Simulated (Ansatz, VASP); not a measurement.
**Two plane-wave programs on CsSi6P8**

The input INCAR:

```
ALGO = Normal
EDIFF = 1E-7
EDIFFG = -0.01
ENCUT = 600
GGA = PE
IBRION = 2
ISIF = 3
ISMEAR = 0
LASPH = True
LCHARG = False
LREAL = Auto
LWAVE = False
NELM = 80
NSW = 100
PREC = Accurate
SIGMA = 0.1
```

KPOINTS

```
k-points
0
Gamma
  6 6 6
```

Contents of POSCAR:

```
CsSi6P8
1.0
    0.0000000000      5.4822731517      5.4822731517
    5.4822731517      0.0000000000      5.4822731517
    5.4822731517      5.4822731517      0.0000000000
Cs Si P
1 6 8
Direct
    0.5000000000      0.5000000000      0.5000000000
    0.5000000000      0.0000000000      0.5000000000
    0.5000000000      0.0000000000      0.0000000000
    0.0000000000      0.0000000000      0.5000000000
    0.0000000000      0.5000000000      0.0000000000
    0.0000000000      0.5000000000      0.5000000000
    0.5000000000      0.5000000000      0.0000000000
    0.8664303599      0.4007089204      0.8664303599
    0.1335696401      0.1335696401      0.1335696401
    0.8664303599      0.8664303599      0.8664303599
    0.5992910796      0.1335696401      0.1335696401
    0.8664303599      0.8664303599      0.4007089204
    0.4007089204      0.8664303599      0.8664303599
    0.1335696401      0.1335696401      0.5992910796
    0.1335696401      0.5992910796      0.1335696401
```

Input for Ansatz:

```yaml
crystal:
  lattice:
    - [0.0, 5.4822731517, 5.4822731517]
    - [5.4822731517, 0.0, 5.4822731517]
    - [5.4822731517, 5.4822731517, 0.0]
  atoms:
    - { symbol: Cs, position: [0.5, 0.5, 0.5] }
    - { symbol: Si, position: [0.5, 0.0, 0.5] }
    - { symbol: Si, position: [0.5, 0.0, 0.0] }
    - { symbol: Si, position: [0.0, 0.0, 0.5] }
    - { symbol: Si, position: [0.0, 0.5, 0.0] }
    - { symbol: Si, position: [0.0, 0.5, 0.5] }
    - { symbol: Si, position: [0.5, 0.5, 0.0] }
    - { symbol: P, position: [0.8664303599, 0.4007089204, 0.8664303599] }
    - { symbol: P, position: [0.1335696401, 0.1335696401, 0.1335696401] }
    - { symbol: P, position: [0.8664303599, 0.8664303599, 0.8664303599] }
    - { symbol: P, position: [0.5992910796, 0.1335696401, 0.1335696401] }
    - { symbol: P, position: [0.8664303599, 0.8664303599, 0.4007089204] }
    - { symbol: P, position: [0.4007089204, 0.8664303599, 0.8664303599] }
    - { symbol: P, position: [0.1335696401, 0.1335696401, 0.5992910796] }
    - { symbol: P, position: [0.1335696401, 0.5992910796, 0.1335696401] }
basis:
  ecutwfc: 420
kpoints:
  mp_grid: { grid: [6, 6, 6] }
hamiltonian:
  xc: pbe
scf:
  occupations: { method: gaussian, width: 0.1 }
output:
  forces: true
  stress: true
  eigenvalues: true
relax:
  adjacent_minimum: "off"
  f_tol: 0.01
  max_steps: 80
  cell: { stress_tol: 0.05 }
```

Alike in both runs: task relaxation of cell and atoms; functional PBE; k mesh 6 × 6 × 6; occupations gaussian, width 0.1 eV; no spin polarisation.

|  | VASP | Ansatz |
| --- | --- | --- |
| version | VASP 6.6.1 | Ansatz 0.2.0 |
| potentials or method | VASP PAW PBE potentials, release 64 (Cs_sv, Si, P), cutoff 600 eV | scalar-relativistic, plane waves, PAW |
| valence electrons in the cell | 73 | 73 |

VASP gave:

* gap on the k mesh at the Fermi level, each at its own relaxed structure (eV): none
* relaxed volume (Å³/atom): 22.13
* relaxed cell length with the largest relative difference (Å): 7.772

Which values does Ansatz return?

gap on the k mesh at the Fermi level, each at its own relaxed structure (eV): none; relaxed volume (Å³/atom): 22.16; relaxed cell length with the largest relative difference (Å): 7.775.

A gap of «none» marks a metal or a gap that the smearing closes.

Neither program's run includes spin-orbit coupling.
